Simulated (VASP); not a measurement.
# AlN (I4/mmm) in VASP: notebook

The runs below take AlN through single point, with r2SCAN.

Everything below comes from runs of VASP 6.6.1. Logs are shortened: lines on timing, memory, paths and dates and some standing lists are left out, and cuts for length are marked.

## (1) The cell of the first run

It takes space group I4/mmm (No. 139, tetragonal). Conventional cell: a = 2.798 Å, b = 2.798 Å, c = 4.104 Å, α = 90.00°, β = 90.00°, γ = 90.00°. Al (site symmetry 4/mmm) has 6 N at 1.98 to 2.05 Å within 2.6 Å. N (site symmetry 4/mmm) has 6 Al at 1.98 to 2.05 Å within 2.6 Å.

## (2) Single point, r2SCAN (epitaxial xy strain -2.0%)

File POSCAR:

```
AlN
1.0
    0.0000000000      1.9784910831      2.0521721466
    1.9784910831      0.0000000000      2.0521721466
    1.9784910831      1.9784910831      0.0000000000
Al N
1 1
Direct
    0.0000000000      0.0000000000      0.0000000000
    0.5000000000      0.5000000000      0.5000000000
```

File INCAR.step1:

```
SYSTEM = AlN
PREC = Accurate
ENCUT = 520
ISMEAR = 0
SIGMA = 0.01
LREAL = .FALSE.
LASPH = .TRUE.
NELM = 80
NBANDS = 11
GGA = PE
ALGO = Normal
EDIFF = 1E-4
LWAVE = .TRUE.
LCHARG = .FALSE.
```

File INCAR.step2:

```
SYSTEM = AlN
PREC = Accurate
ENCUT = 520
EDIFF = 1E-7
ISMEAR = 0
SIGMA = 0.01
LREAL = .FALSE.
LASPH = .TRUE.
NELM = 80
ALGO = Normal
ISIF = 2
LWAVE = .FALSE.
LCHARG = .FALSE.
METAGGA = R2SCAN
LMIXTAU = .TRUE.
NBANDS = 11
ISTART = 1
```

File KPOINTS:

```
regular mesh
0
G
  10 10 10
  0 0 0
```

Potentials or basis: VASP PAW PBE potentials, release 64 (Al, N).

The run is started by

```sh
$ cat potpaw_PBE.64/Al/POTCAR potpaw_PBE.64/N/POTCAR > POTCAR
$ cp INCAR.step1 INCAR
$ mpirun -np 1 vasp_std > vasp.out
$ cp INCAR.step2 INCAR
$ mpirun -np 1 vasp_std > vasp.out
```

OUTCAR:

```text
SYSTEM = AlN
   PREC = Accurate
   ENCUT = 520
   EDIFF = 1E-7
   ISMEAR = 0
   LREAL = .FALSE.
   LASPH = .TRUE.
   NELM = 80
   ISIF = 2
   METAGGA = R2SCAN
   ISTART = 1

 ion  position               nearest neighbor table
   1  0.000  0.000  0.000-   2 1.98   2 1.98   2 1.98   2 1.98   2 2.05   2 2.05
   2  0.500  0.500  0.500-   1 1.98   1 1.98   1 1.98   1 1.98   1 2.05   1 2.05

  LATTYP: Found a body centered tetragonal cell.
 ALAT       =     2.7980089228
 C/A-ratio  =     1.4668803447

  Lattice vectors:

 A1 = (  -1.9784910831,   0.0000000000,   2.0521721466)
 A2 = (   1.9784910831,   0.0000000000,   2.0521721466)
 A3 = (   0.0000000000,   1.9784910831,  -2.0521721466)

Analysis of symmetry for initial positions (statically):
=====================================================================
 Subroutine PRICEL returns:
 Original cell was already a primitive cell.

 Routine SETGRP: Setting up the symmetry group for a
 body centered tetragonal supercell.

 Subroutine GETGRP returns: Found 16 space group operations
 (whereof 16 operations were pure point group operations)
 out of a pool of 16 trial point group operations.

The static configuration has the point symmetry D_4h.

Analysis of symmetry for dynamics (positions and initial velocities):
=====================================================================
 Subroutine PRICEL returns:
 Original cell was already a primitive cell.

 Routine SETGRP: Setting up the symmetry group for a
 body centered tetragonal supercell.

 Subroutine GETGRP returns: Found 16 space group operations
 (whereof 16 operations were pure point group operations)
 out of a pool of 16 trial point group operations.

The dynamic configuration has the point symmetry D_4h.

 Subroutine INISYM returns: Found 16 space group operations
 (whereof 16 operations are pure point group operations),
 and found     1 'primitive' translations

----------------------------------------------------------------------------------------

                                     Primitive cell

  volume of cell :      16.0662

  direct lattice vectors                    reciprocal lattice vectors
     0.000000000  1.978491083  2.052172147    -0.252717844  0.252717844  0.243644278
     1.978491083  0.000000000  2.052172147     0.252717844 -0.252717844  0.243644278
     1.978491083  1.978491083  0.000000000     0.252717844  0.252717844 -0.243644278

  length of vectors
     2.850585464  2.850585464  2.798008923     0.432544970  0.432544970  0.432544970

  position of ions in fractional coordinates (direct lattice)
     0.000000000  0.000000000  0.000000000
     0.500000000  0.500000000  0.500000000

  ion indices of the primitive-cell ions
   primitive index   ion index
                 1           1
                 2           2

----------------------------------------------------------------------------------------

 KPOINTS: regular mesh

Automatic generation of k-mesh.
 Grid dimensions read from file:
 generate k-points for:   10   10   10

 Generating k-lattice:

  Cartesian coordinates                     Fractional coordinates (reciprocal lattice)
    -0.025271784  0.025271784  0.024364428     0.100000000  0.000000000  0.000000000
     0.025271784 -0.025271784  0.024364428     0.000000000  0.100000000  0.000000000
     0.025271784  0.025271784 -0.024364428     0.000000000  0.000000000  0.100000000

  Length of vectors
     0.043254497  0.043254497  0.043254497

  Shift w.r.t. Gamma in fractional coordinates (k-lattice)
     0.000000000  0.000000000  0.000000000

 Subroutine IBZKPT returns following result:
 ===========================================

 Found    102 irreducible k-points:

 Following reciprocal coordinates:
            Coordinates               Weight
  0.000000  0.000000  0.000000      1.000000
  0.100000 -0.000000  0.000000      8.000000
  0.200000 -0.000000  0.000000      8.000000
  0.300000  0.000000  0.000000      8.000000
  0.400000  0.000000  0.000000      8.000000
  0.500000 -0.000000  0.000000      4.000000
[... 16 lines left out ...]
  0.300000  0.300000  0.000000      2.000000
  0.400000  0.300000  0.000000      8.000000
 [... further k-points ...]
   k-points           NKPTS =    102   k-points in BZ     NKDIM =    102   number of bands    NBANDS=     11
   number of dos      NEDOS =    301   number of ions     NIONS =      2
   total plane-waves  NPLWV =  13824
   dimension x,y,z NGX =    24 NGY =   24 NGZ =   24
   dimension x,y,z NGXF=    48 NGYF=   48 NGZF=   48
   ions per type =               1   1
   NGX,Y,Z   is equivalent  to a cutoff of  14.00, 14.00, 14.26 a.u.
   NGXF,Y,Z  is equivalent  to a cutoff of  27.99, 27.99, 28.52 a.u.
 SYSTEM =  AlN
   PREC   = accura    normal or accurate (medium, high low for compatibility)
   ISTART =      1    job   : 0-new  1-cont  2-samecut
   ICHARG =      0    charge: 1-file 2-atom 10-const
   ISPIN  =      1    spin polarized calculation?
   LNONCOLLINEAR =      F non collinear calculations
   LSORBIT =      F    spin-orbit coupling
   LASPH  =      T    aspherical Exc in radial PAW
   ENCUT  =  520.0 eV  38.22 Ry    6.18 a.u.   5.30  5.30  5.20*2*pi/ulx,y,z
   NELM   =     80;   NELMIN=  2; NELMDL=  0     # of ELM steps
   EDIFF  = 0.1E-06   stopping-criterion for ELM
   LREAL  =      F    real-space projection
   EDIFFG = 0.1E-05   stopping-criterion for IOM
   NSW    =      0    number of steps for IOM
   IBRION =     -1    ionic relax: 0-MD 1-quasi-New 2-CG
   NFREE  =      0    steps in history (QN), initial steepest desc. (CG)
   ISIF   =      2    stress and relaxation
   ISYM   =      2    0-nonsym 1-usesym 2-fastsym
   POTIM  = 0.5000    time-step for ionic-motion
   TEBEG  =    0.0;   TEEND  =   0.0 temperature during run
   PSTRESS=    0.0 pullay stress
   NELECT =       8.0000    total number of electrons
   NUPDOWN=      -1.0000    fix difference up-down
   EMIN   =  10.00;   EMAX   =-10.00  energy-range for DOS
   EFERMI =   0.00;   METHOD = LEGACY
   ISMEAR =     0;   SIGMA  =   0.01  broadening in eV -4-tet -1-fermi 0-gaus
   EFERMI_NEDOS =   21; number of points for ismear=-14 and -15
   IALGO  =     38    algorithm
   IMIX   =      4    mixing-type and parameters
     AMIX     =   0.40;   BMIX     =  1.00
     AMIX_MAG =   1.60;   BMIX_MAG =  1.00
  volume/ion in A,a.u.               =       8.03        54.21
  Fermi-wavevector in a.u.,A,eV,Ry     =   1.297580  2.452071 22.908320  1.683714
  Thomas-Fermi vector in A             =   2.428963
   LORBIT       =      0    0 simple, 1 ext, 2 COOP (PROOUT), +10 PAW based schemes
   METAGGA = R2SCAN    functional components
   LHFCALC =     F    Hartree Fock is set to
   AEXX    =    0.0000 exact exchange contribution
   IVDW    =     0    specifies the selected vdW correction
   LEPSILON=     F    determine dielectric tensor
   LRPA    =     F    only Hartree local field effects (RPA)
 non-spin polarized calculation
 Gauss-broadening in eV      SIGMA  =   0.01
  energy-cutoff  :      520.00
  volume of cell :       16.07
 maximum number of plane-waves:       452
 NGX is ok and might be reduce to    24
   NGX = 11   NGY = 11   NGZ = 11

 number of electron       7.9999999 magnetization

 Free energy of the ion-electron system (eV)
  ---------------------------------------------------
  ext. energy  EPLUGINS =         0.00000000
  ---------------------------------------------------
  free energy    TOTEN  =       -18.87556153 eV

  energy without entropy =      -18.87556153  energy(sigma->0) =      -18.87556153

 E-fermi :  10.4681     XC(G=0): -13.0169

 val. band max:       10.3012687682   @ k =   0.0000   0.0000   0.0000
 cond. band min:      15.8056328086   @ k =   0.5000   0.0000   0.5000
 fundamental gap:      5.5043640404
 Fermi energy:        10.4680897764

 k-point     1 :       0.0000    0.0000    0.0000
  band No.  band energies     occupation
      1      -8.5282      2.00000
      2      10.0498      2.00000
      3      10.0498      2.00000
      4      10.3013      2.00000
      5      17.0518      0.00000
      6      22.8102      0.00000
      7      23.3383      0.00000
      8      23.3383      0.00000
      9      28.3550      0.00000
     10      29.0322      0.00000
     11      29.5701      0.00000

 k-point     2 :       0.1000   -0.0000    0.0000
  band No.  band energies     occupation
      1      -8.3137      2.00000
      2       9.0838      2.00000
      3       9.9325      2.00000
      4      10.0734      2.00000
      5      17.6660      0.00000
      6      22.3168      0.00000
      7      23.3191      0.00000
      8      23.6854      0.00000
      9      27.1157      0.00000
     10      28.1722      0.00000
     11      30.2063      0.00000

 k-point     3 :       0.2000   -0.0000    0.0000
  band No.  band energies     occupation
      1      -7.6913      2.00000
      2       6.8615      2.00000
      3       9.6458      2.00000
      4       9.6810      2.00000
      5      18.2134      0.00000
      6      22.0393      0.00000
      7      23.4803      0.00000
      8      24.1496      0.00000
      9      26.7839      0.00000
     10      27.2976      0.00000
     11      29.7089      0.00000

 k-point     4 :       0.3000    0.0000    0.0000
  band No.  band energies     occupation
      1      -6.7428      2.00000
      2       4.4216      2.00000
      3       9.2579      2.00000
      4       9.3249      2.00000
      5      17.8030      0.00000
      6      22.7778      0.00000
      7      23.2833      0.00000
      8      23.6290      0.00000
      9      28.4347      0.00000
     10      28.6131      0.00000
     11      28.9128      0.00000
[... 239 lines left out ...]
 k-point    22 :      -0.2000    0.2000    0.0000
  band No.  band energies     occupation
      1      -6.3917      2.00000
      2       4.7535      2.00000
      3       7.1297      2.00000
      4       9.3899      2.00000
      5      20.0684      0.00000
      6      21.0133      0.00000
      7      22.3464      0.00000
      8      24.3210      0.00000
      9      26.4670      0.00000
     10      30.9571      0.00000
     11      31.8765      0.00000

 k-point    23 :       0.3000    0.3000    0.0000
  band No.  band energies     occupation
      1      -6.3038      2.00000
      2       5.0453      2.00000
      3       8.1121      2.00000
      4       8.1121      2.00000
      5      17.6957      0.00000
      6      18.3313      0.00000
      7      23.0575      0.00000
      8      27.5999      0.00000
      9      27.5999      0.00000
     10      32.2362      0.00000
     11      36.2182      0.00000

 k-point    24 :       0.4000    0.3000    0.0000
  band No.  band energies     occupation
      1      -5.5523      2.00000
      2       3.9665      2.00000
      3       7.2618      2.00000
      4       7.8611      2.00000
      5      17.4316      0.00000
      6      18.2123      0.00000
      7      23.5817      0.00000
      8      27.6266      0.00000
      9      28.4498      0.00000
     10      33.5655      0.00000
     11      36.7498      0.00000

 [... further k-points ...]
[... 5 lines left out ...]
  --------------------------------------------------------------------------------------
  -------------------------------------------------------------------------------------
  Total        1.0772396      1.0772396     -0.0954512      0.0000000      0.0000000      0.0000000
  in kB      107.4263735    107.4263735     -9.5187470      0.0000000      0.0000000      0.0000000
  external PRESSURE =      68.4446667 kB  Pullay stress =       0.0000000 kB

 VOLUME and BASIS-vectors are now :
 -----------------------------------------------------------------------------
  energy-cutoff  :      520.00
  volume of cell :       16.07
      direct lattice vectors                 reciprocal lattice vectors
     0.000000000  1.978491083  2.052172147    -0.252717844  0.252717844  0.243644278
     1.978491083  0.000000000  2.052172147     0.252717844 -0.252717844  0.243644278
     1.978491083  1.978491083  0.000000000     0.252717844  0.252717844 -0.243644278

 POSITION                                       TOTAL-FORCE (eV/Angst)
 -----------------------------------------------------------------------------------
      0.00000      0.00000      0.00000         0.000000      0.000000     -0.000000
      1.97849      1.97849      2.05217         0.000000      0.000000      0.000000
 -----------------------------------------------------------------------------------
    total drift:                               -0.000000     -0.000000      0.000000

  FREE ENERGIE OF THE ION-ELECTRON SYSTEM (eV)
  ---------------------------------------------------
  free  energy   TOTEN  =       -18.8755615258 eV

  energy  without entropy=      -18.8755615258  energy(sigma->0) =      -18.87556153
```

Wall time 26 s (1 thread of Intel Xeon 6975P-C (Granite Rapids), shared host); peak memory 0.14 GiB.

What came out:

| Item | Value |
| --- | --- |
| Free energy | -18.8756 eV |
| Pressure | 6.8 GPa |
| Band gap on the k mesh | 5.50 eV, indirect (least direct gap 6.75 eV) |

Caveat: the cell differs from its parent crystal (epitaxial xy strain -2.0%); the PAW data sets were made with another functional, which shifts forces and pressure a little. A k mesh can miss the band edges.

## (3) Single point, r2SCAN (epitaxial xy strain -1.0%)

File POSCAR:

```
AlN
1.0
    0.0000000000      1.9986797676      2.0351329808
    1.9986797676      0.0000000000      2.0351329808
    1.9986797676      1.9986797676      0.0000000000
Al N
1 1
Direct
    0.0000000000      0.0000000000      0.0000000000
    0.5000000000      0.5000000000      0.5000000000
```

File INCAR.step1:

```
PREC = Accurate
ENCUT = 520
ISMEAR = 0
SIGMA = 0.01
LREAL = False
LASPH = True
NELM = 60
NBANDS = 11
GGA = PE
ALGO = Normal
EDIFF = 1E-4
LWAVE = True
LCHARG = False
```

File INCAR.step2:

```
PREC = Accurate
ENCUT = 520
EDIFF = 1E-6
ISMEAR = 0
SIGMA = 0.01
LREAL = False
LASPH = True
NELM = 60
ALGO = Normal
ISIF = 2
LWAVE = False
LCHARG = True
METAGGA = R2SCAN
LMIXTAU = True
LELF = True
LVHAR = True
NBANDS = 11
ISTART = 1
```

File KPOINTS:

```
regular mesh
0
Gamma
  10 10 10
```

Potentials or basis: VASP PAW PBE potentials, release 64 (Al, N).

The run is started by

```sh
$ cat potpaw_PBE.64/Al/POTCAR potpaw_PBE.64/N/POTCAR > POTCAR
$ cp INCAR.step1 INCAR
$ mpirun -np 1 vasp_std > vasp.out
$ cp INCAR.step2 INCAR
$ mpirun -np 1 vasp_std > vasp.out
```

Wall time 24 s (1 thread of Intel Xeon 6975P-C (Granite Rapids), shared host); peak memory 0.14 GiB.

Results (log left out):

| Property | Result |
| --- | --- |
| Free energy | -18.8922 eV |
| Pressure | 2.8 GPa |
| Band gap on the k mesh | 5.51 eV, indirect (least direct gap 6.67 eV) |

Stress tensor (GPa, compression positive):
```
 4.60  0.00  0.00
 0.00  4.60  0.00
 0.00  0.00 -0.92
```

Levels at points of the mesh, in eV from the valence-band top:
```tsv
k point	band 1	band 2	band 3	band 4	band 5	band 6	band 7	band 8
(0.00, 0.00, 0.00)	-18.64	-0.13	-0.13	0.00	6.67	12.71	12.97	12.97
(0.50, 0.00, 0.00)	-15.33	-8.63	-1.31	-1.24	6.92	11.76	12.18	14.80
(0.50, 0.50, 0.00)	-14.44	-7.80	-2.93	-2.93	5.69	5.99	15.34	19.02
(0.50, 0.00, 0.50)	-14.29	-7.72	-3.19	-2.95	5.51	5.81	15.57	18.51
```

Caveat: the cell differs from its parent crystal (epitaxial xy strain -1.0%); the PAW data sets were made with another functional, which shifts forces and pressure a little.
